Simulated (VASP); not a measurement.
# NaSrBr3 (Pm-3m) in VASP: further runs

Runs on NaSrBr3. Level: PBE. Tasks: single point, relaxation of cell and atoms.

All numbers are computed with VASP 6.6.1; they aren't measurements. Logs are shortened: lines on timing, memory, paths and dates and some standing lists are left out, and cuts for length are marked.

## 1. The cell of the first run

The structure is cubic, space group Pm-3m (No. 221). Conventional cell: a = 5.961 Å, b = 5.961 Å, c = 5.961 Å, α = 90.00°, β = 90.00°, γ = 90.00°. Na (site symmetry m-3m) has 12 Br at 4.22 Å and 8 Sr at 5.16 Å within 5.5 Å. Sr (site symmetry m-3m) has 6 Br at 2.98 Å within 3.9 Å. Br (site symmetry 4/mmm) has 2 Sr at 2.98 Å within 3.9 Å.

## 2. Single point, PBE

Input file INCAR:

```
PREC = Accurate ; ENCUT = 520
EDIFF = 1E-7 ; ISMEAR = 0
SIGMA = 0.02 ; LREAL = F
LASPH = T ; NELM = 80
ALGO = Normal ; ISIF = 2
LWAVE = F ; LCHARG = F
GGA = PE ; NBANDS = 27
```

Input file KPOINTS:

```
Automatic mesh
0
Gamma
  4 4 4
```

Input file POSCAR:

```
NaSrBr3
1.0
    5.9613204064      0.0000000000      0.0000000000
    0.0000000000      5.9613204064      0.0000000000
    0.0000000000      0.0000000000      5.9613204064
Na Sr Br
1 1 3
Direct
    0.0000000000      0.0000000000      0.0000000000
    0.5000000000      0.5000000000      0.5000000000
    0.0000000000      0.5000000000      0.5000000000
    0.5000000000      0.0000000000      0.5000000000
    0.5000000000      0.5000000000      0.0000000000
```

Potentials or basis: VASP PAW PBE potentials, release 64 (Na_pv, Sr_sv, Br).

On the command line:

```console
> cat potpaw_PBE.64/Na_pv/POTCAR potpaw_PBE.64/Sr_sv/POTCAR potpaw_PBE.64/Br/POTCAR > POTCAR
> mpirun -np 1 vasp_std > vasp.out
```

OUTCAR:

```text
PREC = Accurate
   ENCUT = 520
   EDIFF = 1E-7
   ISMEAR = 0
   LREAL = F
   LASPH = T
   NELM = 80
   ISIF = 2
   GGA = PE

 ion  position               nearest neighbor table
   1  0.000  0.000  0.000-
   2  0.500  0.500  0.500-   3 2.98   4 2.98   5 2.98   5 2.98   4 2.98   3 2.98
   3  0.000  0.500  0.500-   2 2.98   2 2.98
   4  0.500  0.000  0.500-   2 2.98   2 2.98
   5  0.500  0.500  0.000-   2 2.98   2 2.98

  LATTYP: Found a simple cubic cell.
 ALAT       =     5.9613204064

  Lattice vectors:

 A1 = (   5.9613204064,   0.0000000000,   0.0000000000)
 A2 = (   0.0000000000,   5.9613204064,   0.0000000000)
 A3 = (   0.0000000000,   0.0000000000,   5.9613204064)

Analysis of symmetry for initial positions (statically):
=====================================================================
 Subroutine PRICEL returns:
 Original cell was already a primitive cell.

 Routine SETGRP: Setting up the symmetry group for a
 simple cubic supercell.

 Subroutine GETGRP returns: Found 48 space group operations
 (whereof 48 operations were pure point group operations)
 out of a pool of 48 trial point group operations.

The static configuration has the point symmetry O_h .

Analysis of symmetry for dynamics (positions and initial velocities):
=====================================================================
 Subroutine PRICEL returns:
 Original cell was already a primitive cell.

 Routine SETGRP: Setting up the symmetry group for a
 simple cubic supercell.

 Subroutine GETGRP returns: Found 48 space group operations
 (whereof 48 operations were pure point group operations)
 out of a pool of 48 trial point group operations.

The dynamic configuration has the point symmetry O_h .

 Subroutine INISYM returns: Found 48 space group operations
 (whereof 48 operations are pure point group operations),
 and found     1 'primitive' translations

----------------------------------------------------------------------------------------

                                     Primitive cell

  volume of cell :     211.8495

  direct lattice vectors                    reciprocal lattice vectors
     5.961320406  0.000000000  0.000000000     0.167748071  0.000000000  0.000000000
     0.000000000  5.961320406  0.000000000     0.000000000  0.167748071  0.000000000
     0.000000000  0.000000000  5.961320406     0.000000000  0.000000000  0.167748071

  length of vectors
     5.961320406  5.961320406  5.961320406     0.167748071  0.167748071  0.167748071

  position of ions in fractional coordinates (direct lattice)
     0.000000000  0.000000000  0.000000000
     0.500000000  0.500000000  0.500000000
     0.000000000  0.500000000  0.500000000
     0.500000000  0.000000000  0.500000000
     0.500000000  0.500000000  0.000000000

  ion indices of the primitive-cell ions
   primitive index   ion index
                 1           1
                 2           2
                 3           3
                 4           4
                 5           5

----------------------------------------------------------------------------------------

 KPOINTS: Automatic mesh

Automatic generation of k-mesh.
 Grid dimensions read from file:
 generate k-points for:    4    4    4

 Generating k-lattice:

  Cartesian coordinates                     Fractional coordinates (reciprocal lattice)
     0.041937018  0.000000000  0.000000000     0.250000000  0.000000000  0.000000000
     0.000000000  0.041937018  0.000000000     0.000000000  0.250000000  0.000000000
     0.000000000  0.000000000  0.041937018     0.000000000  0.000000000  0.250000000

  Length of vectors
     0.041937018  0.041937018  0.041937018

  Shift w.r.t. Gamma in fractional coordinates (k-lattice)
     0.000000000  0.000000000  0.000000000

 Subroutine IBZKPT returns following result:
 ===========================================

 Found     10 irreducible k-points:

 Following reciprocal coordinates:
            Coordinates               Weight
  0.000000  0.000000  0.000000      1.000000
  0.250000  0.000000  0.000000      6.000000
  0.500000  0.000000  0.000000      3.000000
  0.250000  0.250000  0.000000     12.000000
  0.500000  0.250000  0.000000     12.000000
  0.500000  0.500000  0.000000      3.000000
  0.250000  0.250000  0.250000      8.000000
  0.500000  0.250000  0.250000     12.000000
  0.500000  0.500000  0.250000      6.000000
  0.500000  0.500000  0.500000      1.000000
   k-points           NKPTS =     10   k-points in BZ     NKDIM =     10   number of bands    NBANDS=     27
   number of dos      NEDOS =    301   number of ions     NIONS =      5
   total plane-waves  NPLWV = 110592
   dimension x,y,z NGX =    48 NGY =   48 NGZ =   48
   dimension x,y,z NGXF=    96 NGYF=   96 NGZF=   96
   ions per type =               1   1   3
   NGX,Y,Z   is equivalent  to a cutoff of  13.39, 13.39, 13.39 a.u.
   NGXF,Y,Z  is equivalent  to a cutoff of  26.77, 26.77, 26.77 a.u.
 SYSTEM =  unknown system
   PREC   = accura    normal or accurate (medium, high low for compatibility)
   ISTART =      0    job   : 0-new  1-cont  2-samecut
   ICHARG =      2    charge: 1-file 2-atom 10-const
   ISPIN  =      1    spin polarized calculation?
   LNONCOLLINEAR =      F non collinear calculations
   LSORBIT =      F    spin-orbit coupling
   LASPH  =      T    aspherical Exc in radial PAW
   ENCUT  =  520.0 eV  38.22 Ry    6.18 a.u.  11.08 11.08 11.08*2*pi/ulx,y,z
   NELM   =     80;   NELMIN=  2; NELMDL= -5     # of ELM steps
   EDIFF  = 0.1E-06   stopping-criterion for ELM
   LREAL  =      F    real-space projection
   EDIFFG = 0.1E-05   stopping-criterion for IOM
   NSW    =      0    number of steps for IOM
   IBRION =     -1    ionic relax: 0-MD 1-quasi-New 2-CG
   NFREE  =      0    steps in history (QN), initial steepest desc. (CG)
   ISIF   =      2    stress and relaxation
   ISYM   =      2    0-nonsym 1-usesym 2-fastsym
   POTIM  = 0.5000    time-step for ionic-motion
   TEBEG  =    0.0;   TEEND  =   0.0 temperature during run
   PSTRESS=    0.0 pullay stress
   NELECT =      38.0000    total number of electrons
   NUPDOWN=      -1.0000    fix difference up-down
   EMIN   =  10.00;   EMAX   =-10.00  energy-range for DOS
   EFERMI =   0.00;   METHOD = LEGACY
   ISMEAR =     0;   SIGMA  =   0.02  broadening in eV -4-tet -1-fermi 0-gaus
   EFERMI_NEDOS =   21; number of points for ismear=-14 and -15
   IALGO  =     38    algorithm
   IMIX   =      4    mixing-type and parameters
     AMIX     =   0.40;   BMIX     =  1.00
     AMIX_MAG =   1.60;   BMIX_MAG =  1.00
  volume/ion in A,a.u.               =      42.37       285.93
  Fermi-wavevector in a.u.,A,eV,Ry     =   0.923266  1.744720 11.597883  0.852420
  Thomas-Fermi vector in A             =   2.048884
   LORBIT       =      0    0 simple, 1 ext, 2 COOP (PROOUT), +10 PAW based schemes
   GGA     = PE    functional components
   LHFCALC =     F    Hartree Fock is set to
   AEXX    =    0.0000 exact exchange contribution
   IVDW    =     0    specifies the selected vdW correction
   LEPSILON=     F    determine dielectric tensor
   LRPA    =     F    only Hartree local field effects (RPA)
 non-spin polarized calculation
 Gauss-broadening in eV      SIGMA  =   0.02
  energy-cutoff  :      520.00
  volume of cell :      211.85
 maximum number of plane-waves:      5832
 NGX is ok and might be reduce to    48
   NGX = 23   NGY = 23   NGZ = 23

 number of electron      37.9999986 magnetization

 Free energy of the ion-electron system (eV)
  ---------------------------------------------------
  ext. energy  EPLUGINS =         0.00000000
  ---------------------------------------------------
  free energy    TOTEN  =       -16.37219696 eV

  energy without entropy =      -16.37219696  energy(sigma->0) =      -16.37219696

 E-fermi :  -1.5553     XC(G=0):  -6.6539

 val. band max:       -1.6474426369   @ k =   0.5000   0.5000   0.5000
 cond. band min:       1.3149576383   @ k =   0.0000   0.0000   0.0000
 fundamental gap:      2.9624002752
 Fermi energy:        -1.5552865032

 k-point     1 :       0.0000    0.0000    0.0000
  band No.  band energies     occupation
      1     -34.6719      2.00000
      2     -25.7876      2.00000
      3     -25.7876      2.00000
      4     -25.7876      2.00000
      5     -16.7598      2.00000
      6     -16.7598      2.00000
[... 19 lines left out ...]
     26       5.1235      0.00000
     27       5.5949      0.00000

 k-point     2 :       0.2500    0.0000    0.0000
  band No.  band energies     occupation
      1     -34.6718      2.00000
      2     -25.7876      2.00000
      3     -25.7876      2.00000
      4     -25.7876      2.00000
      5     -16.8315      2.00000
      6     -16.7594      2.00000
[... 19 lines left out ...]
     26       5.2780      0.00000
     27       5.9544      0.00000

 k-point     3 :       0.5000    0.0000    0.0000
  band No.  band energies     occupation
      1     -34.6717      2.00000
      2     -25.7876      2.00000
      3     -25.7876      2.00000
      4     -25.7876      2.00000
      5     -16.8973      2.00000
      6     -16.7590      2.00000
[... 19 lines left out ...]
     26       5.3311      0.00000
     27       6.1802      0.00000

 k-point     4 :       0.2500    0.2500    0.0000
  band No.  band energies     occupation
      1     -34.6717      2.00000
      2     -25.7876      2.00000
      3     -25.7876      2.00000
      4     -25.7876      2.00000
      5     -16.8316      2.00000
      6     -16.8305      2.00000
[... 19 lines left out ...]
     26       5.4645      0.00000
     27       5.7276      0.00000
[... 96 lines left out ...]
      4     -25.7876      2.00000
      5     -16.8963      2.00000
      6     -16.8307      2.00000
[... 19 lines left out ...]
     26       5.8499      0.00000
     27       5.9144      0.00000

 k-point     9 :       0.5000    0.5000    0.2500
  band No.  band energies     occupation
      1     -34.6715      2.00000
      2     -25.7876      2.00000
      3     -25.7876      2.00000
      4     -25.7876      2.00000
      5     -16.8959      2.00000
      6     -16.8959      2.00000
[... 19 lines left out ...]
     26       5.4376      0.00000
     27       5.9316      0.00000

 k-point    10 :       0.5000    0.5000    0.5000
  band No.  band energies     occupation
      1     -34.6714      2.00000
      2     -25.7876      2.00000
      3     -25.7876      2.00000
      4     -25.7876      2.00000
      5     -16.8954      2.00000
      6     -16.8954      2.00000
[... 19 lines left out ...]
     26       5.7433      0.00000
     27       5.9840      0.00000

------------------------ aborting loop because EDIFF is reached ----------------------------------------

  FORCE on cell =-STRESS in cart. coord.  units (eV):
  Direction    XX          YY          ZZ          XY          YZ          ZX
  --------------------------------------------------------------------------------------
  -------------------------------------------------------------------------------------
  Total        0.0812005      0.0812005      0.0812005      0.0000000      0.0000000     -0.0000000
  in kB        0.6141040      0.6141040      0.6141040      0.0000000      0.0000000     -0.0000000
  external PRESSURE =       0.6141040 kB  Pullay stress =       0.0000000 kB

 VOLUME and BASIS-vectors are now :
 -----------------------------------------------------------------------------
  energy-cutoff  :      520.00
  volume of cell :      211.85
      direct lattice vectors                 reciprocal lattice vectors
     5.961320406  0.000000000  0.000000000     0.167748071  0.000000000  0.000000000
     0.000000000  5.961320406  0.000000000     0.000000000  0.167748071  0.000000000
     0.000000000  0.000000000  5.961320406     0.000000000  0.000000000  0.167748071

 POSITION                                       TOTAL-FORCE (eV/Angst)
 -----------------------------------------------------------------------------------
      0.00000      0.00000      0.00000         0.000000      0.000000      0.000000
      2.98066      2.98066      2.98066         0.000000      0.000000      0.000000
      0.00000      2.98066      2.98066         0.000000      0.000000      0.000000
      2.98066      0.00000      2.98066         0.000000      0.000000      0.000000
      2.98066      2.98066      0.00000         0.000000      0.000000      0.000000
 -----------------------------------------------------------------------------------
    total drift:                                0.000000     -0.000000     -0.000000

  FREE ENERGIE OF THE ION-ELECTRON SYSTEM (eV)
  ---------------------------------------------------
  free  energy   TOTEN  =       -16.3721969645 eV

  energy  without entropy=      -16.3721969645  energy(sigma->0) =      -16.37219696
```

It took 57 s on 1 thread of Intel Xeon Platinum 8259CL at 2.50GHz (Skylake/Cascade Lake), shared host; peak memory 0.34 GiB.

What came out:

| Property | Result |
| --- | --- |
| Free energy | -16.3722 eV |
| Pressure | 0.1 GPa |
| Band gap on the k mesh | 2.96 eV, indirect (least direct gap 3.22 eV) |

Levels at points of the mesh, in eV from the valence-band top:
```csv
k point,band 15,band 16,band 17,band 18,band 19,band 20,band 21,band 22,band 23,band 24
"(0.00, 0.00, 0.00)",-0.44,-0.44,-0.26,-0.26,-0.26,2.96,5.32,5.32,5.32,6.47
"(0.50, 0.00, 0.00)",-0.74,-0.74,-0.54,-0.31,-0.31,4.20,5.08,5.44,6.28,6.28
"(0.50, 0.50, 0.00)",-0.72,-0.72,-0.72,-0.72,-0.01,4.41,6.18,6.18,6.55,6.55
"(0.50, 0.50, 0.50)",-1.33,-1.33,0.00,0.00,0.00,3.78,6.97,6.97,6.97,7.39
```

A k mesh can miss the band edges. As with any semilocal functional, this PBE gap is likely too small.

## 3. Relaxation of cell and atoms, PBE

This run uses another cell than the first one, of 42.09 Å³/atom, 0.993 times its volume.

Input file INCAR:

```
PREC = Accurate ; ENCUT = 600
EDIFF = 1E-7 ; ISMEAR = 0
SIGMA = 0.02 ; LREAL = F
LASPH = T ; NELM = 100
ALGO = Normal ; ISIF = 3
LWAVE = F ; LCHARG = F
GGA = PE ; IBRION = 2
NSW = 100 ; EDIFFG = -0.01
```

KPOINTS is that of step 2.

Edit POSCAR of step 2 so:

```diff
@@ -2,5 +2,5 @@
 1.0
-    5.9613204064      0.0000000000      0.0000000000
-    0.0000000000      5.9613204064      0.0000000000
-    0.0000000000      0.0000000000      5.9613204064
+    5.9482063501      0.0000000000      0.0000000000
+    0.0000000000      5.9482063501      0.0000000000
+    0.0000000000      0.0000000000      5.9482063501
 Na Sr Br
```

Potentials or basis: VASP PAW PBE potentials, release 64 (Na_pv, Sr_sv, Br).

On the command line:

```console
> cat potpaw_PBE.64/Na_pv/POTCAR potpaw_PBE.64/Sr_sv/POTCAR potpaw_PBE.64/Br/POTCAR > POTCAR
> mpirun -np 1 vasp_std > vasp.out
```

OUTCAR:

```text
PREC = Accurate
   ENCUT = 600
   EDIFF = 1E-7
   ISMEAR = 0
   LREAL = F
   LASPH = T
   NELM = 100
   ISIF = 3
   GGA = PE
   IBRION = 2
   NSW = 100
   EDIFFG = -0.01

 ion  position               nearest neighbor table
   1  0.000  0.000  0.000-
   2  0.500  0.500  0.500-   3 2.97   4 2.97   5 2.97   5 2.97   4 2.97   3 2.97
   3  0.000  0.500  0.500-   2 2.97   2 2.97
   4  0.500  0.000  0.500-   2 2.97   2 2.97
   5  0.500  0.500  0.000-   2 2.97   2 2.97

  LATTYP: Found a simple cubic cell.
 ALAT       =     5.9482063501

  Lattice vectors:

 A1 = (   5.9482063501,   0.0000000000,   0.0000000000)
[... 174 lines left out ...]
  FORCE on cell =-STRESS in cart. coord.  units (eV):
  Direction    XX          YY          ZZ          XY          YZ          ZX
  --------------------------------------------------------------------------------------
  -------------------------------------------------------------------------------------
  Total        0.2330649      0.2330649      0.2330649     -0.0000000     -0.0000000      0.0000000
  in kB        1.7743096      1.7743096      1.7743096     -0.0000000     -0.0000000      0.0000000
  external PRESSURE =       1.7743096 kB  Pullay stress =       0.0000000 kB
[... 65 lines left out ...]
--------------------------------------- Ionic step        3  -------------------------------------------

 number of electron      37.9999983 magnetization

 Free energy of the ion-electron system (eV)
  ---------------------------------------------------
  ext. energy  EPLUGINS =         0.00000000
  ---------------------------------------------------
  free energy    TOTEN  =       -16.37207921 eV

  energy without entropy =      -16.37207921  energy(sigma->0) =      -16.37207921

 E-fermi :  -1.5754     XC(G=0):  -6.6406

 val. band max:       -1.6621214795   @ k =   0.5000   0.5000   0.5000
 cond. band min:       1.2977965089   @ k =   0.0000   0.0000   0.0000
 fundamental gap:      2.9599179883
 Fermi energy:        -1.5753800785

 k-point     1 :       0.0000    0.0000    0.0000
  band No.  band energies     occupation
      1     -34.7009      2.00000
      2     -25.8098      2.00000
      3     -25.8098      2.00000
      4     -25.8098      2.00000
      5     -16.7860      2.00000
      6     -16.7860      2.00000
[... 281 lines left out ...]
  FREE ENERGIE OF THE ION-ELECTRON SYSTEM (eV)
  ---------------------------------------------------
  free  energy   TOTEN  =       -16.3720792134 eV

  energy  without entropy=      -16.3720792134  energy(sigma->0) =      -16.37207921

 reached required accuracy - stopping structural energy minimisation
```

OSZICAR:

```text
N       E                     dE             d eps       ncg     rms          rms(c)
DAV:   1     0.342221972738E+03    0.34222E+03   -0.18113E+04   460   0.158E+03
DAV:   2     0.221608587880E+02   -0.32006E+03   -0.31329E+03   572   0.335E+02
DAV:   3    -0.160017480828E+02   -0.38163E+02   -0.38103E+02   676   0.114E+02
[... 27 lines left out ...]
DAV:   4    -0.163720788919E+02    0.14378E-04   -0.16498E-04   788   0.516E-02    0.493E-02
DAV:   5    -0.163720801590E+02   -0.12671E-05   -0.20144E-05   812   0.226E-02    0.109E-02
DAV:   6    -0.163720792683E+02    0.89068E-06   -0.10700E-06   672   0.559E-03    0.138E-03
DAV:   7    -0.163720791523E+02    0.11596E-06   -0.78691E-08   468   0.206E-03    0.617E-04
DAV:   8    -0.163720792134E+02   -0.61093E-07   -0.16115E-08   342   0.958E-04
   3 F= -.16372079E+02 E0= -.16372079E+02  d E =-.119540E-02
```

CONTCAR:

```text
NaSrBr3
   1.00000000000000
     5.9687312295456394   -0.0000000000000000    0.0000000000000000
    -0.0000000000000000    5.9687312295456394   -0.0000000000000000
     0.0000000000000000   -0.0000000000000000    5.9687312295456394
  Na              Sr              Br
     1     1     3
Direct
     0.0000000000000000    0.0000000000000000    0.0000000000000000
     0.5000000000000000    0.5000000000000000    0.5000000000000000
     0.0000000000000000    0.5000000000000000    0.5000000000000000
     0.5000000000000000    0.0000000000000000    0.5000000000000000
     0.5000000000000000    0.5000000000000000    0.0000000000000000

  0.00000000E+00  0.00000000E+00  0.00000000E+00
  0.00000000E+00  0.00000000E+00  0.00000000E+00
  0.00000000E+00  0.00000000E+00  0.00000000E+00
  0.00000000E+00  0.00000000E+00  0.00000000E+00
  0.00000000E+00  0.00000000E+00  0.00000000E+00
```

It took 2.1 min on 1 thread of Intel Xeon Platinum 8259CL at 2.50GHz (Skylake/Cascade Lake), shared host; peak memory 0.37 GiB.

Results:

```
Free energy                            : -16.3721 eV
Relaxed volume                         : 42.53 Å³/atom
Relaxed cell                           : a = 5.969 Å, b = 5.969 Å, c = 5.969 Å, α = 90.00°, β = 90.00°, γ = 90.00°
Space group after relaxing (to 0.05 Å) : Pm-3m (No. 221)
Energy gained by relaxing              : 0.2 meV/atom
Ionic steps                            : 3
Pressure after relaxing                : 0.0 GPa
Band gap on the k mesh                 : 2.96 eV, indirect (least direct gap 3.22 eV)
```

Step by step:
| step | energy change (eV) | largest force (eV/Å) | pressure (GPa) | volume (Å³) |
| --- | --- | --- | --- | --- |
| 1 | 0.0000 | 0.0000 | 0.18 | 210.45 |
| 2 | -0.0011 | 0.0000 | 0.06 | 211.88 |
| 3 | -0.0012 | 0.0000 | 0.00 | 212.64 |

Final structure:
```
Na Sr Br
1.0
     5.96873    0.00000    0.00000
     0.00000    5.96873    0.00000
     0.00000    0.00000    5.96873
Na Sr Br
1 1 3
Direct
  0.00000 0.00000 0.00000
  0.50000 0.50000 0.50000
  0.00000 0.50000 0.50000
  0.50000 0.00000 0.50000
  0.50000 0.50000 0.00000
```
